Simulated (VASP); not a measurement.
The system is MgBe2SeO2.

```
CELL_PARAMETERS angstrom
2.65092 -4.58979 0.00000
2.65092 4.58979 0.00000
0.00000 0.00000 3.00758
ATOMIC_POSITIONS crystal
Mg 0.50000 0.50000 0.00000
Be 0.16696 0.83304 0.00000
Be 0.83304 0.16696 0.00000
Se 0.00000 0.00000 0.50000
O 0.00000 0.50000 0.50000
O 0.50000 0.00000 0.50000
```

```yaml
Program: VASP 6.6.1
Task: relaxation of cell and atoms
Functional: PBE
Potentials_or_basis: VASP PAW PBE potentials, release 64 (Mg, Be, Se, O)
Cutoff: 600 eV
k_mesh: 4 × 4 × 6
Occupations: gaussian, width 0.1 eV
Spin: no spin polarisation
```

At the start: pressure -0.2 GPa; volume 12.20 Å³/atom.

**Question.** How do energy, volume and symmetry change on relaxing?

**Answer.** Over 14 steps the energy falls by 929.4 meV/atom and the volume is 13.03 Å³/atom (+6.8 %); space group Cmmm (No. 65, to 0.05 Å).

The path:
| step | energy change (eV) | largest force (eV/Å) | pressure (GPa) | volume (Å³) |
| --- | --- | --- | --- | --- |
| 1 | 0.0000 | 3.2455 | -0.20 | 73.19 |
| 2 | -1.9288 | 2.8841 | -5.27 | 72.80 |
| 3 | -3.7486 | 1.7277 | -3.99 | 71.60 |
| 4 | -4.2816 | 0.0969 | 22.38 | 67.03 |
| 5 | -4.9037 | 0.9208 | 3.72 | 69.76 |
| 6 | -4.8668 | 0.3088 | 13.60 | 68.20 |
| 7 | -4.9890 | 0.6223 | 8.81 | 68.89 |
| 8 | -5.3994 | 0.2553 | -2.34 | 79.00 |
| 9 | -5.5070 | 0.0289 | 0.45 | 75.84 |
| 10 | -5.5742 | 0.0564 | -0.57 | 78.89 |
| 11 | -5.5748 | 0.0535 | -0.42 | 78.60 |
| 12 | -5.5748 | 0.0541 | -0.47 | 78.65 |
| 13 | -5.5751 | 0.0030 | 0.57 | 77.74 |
| 14 | -5.5764 | 0.0267 | 0.07 | 78.17 |

Final structure:
```
CELL_PARAMETERS angstrom
2.43941 -6.43087 0.00000
2.43941 6.43087 0.00000
0.00000 0.00000 2.49135
ATOMIC_POSITIONS crystal
Mg 0.50000 0.50000 0.00000
Be 0.24635 0.75365 0.00000
Be 0.75365 0.24635 0.00000
Se 0.00000 0.00000 0.50000
O 0.00000 0.50000 0.50000
O 0.50000 0.00000 0.50000
```
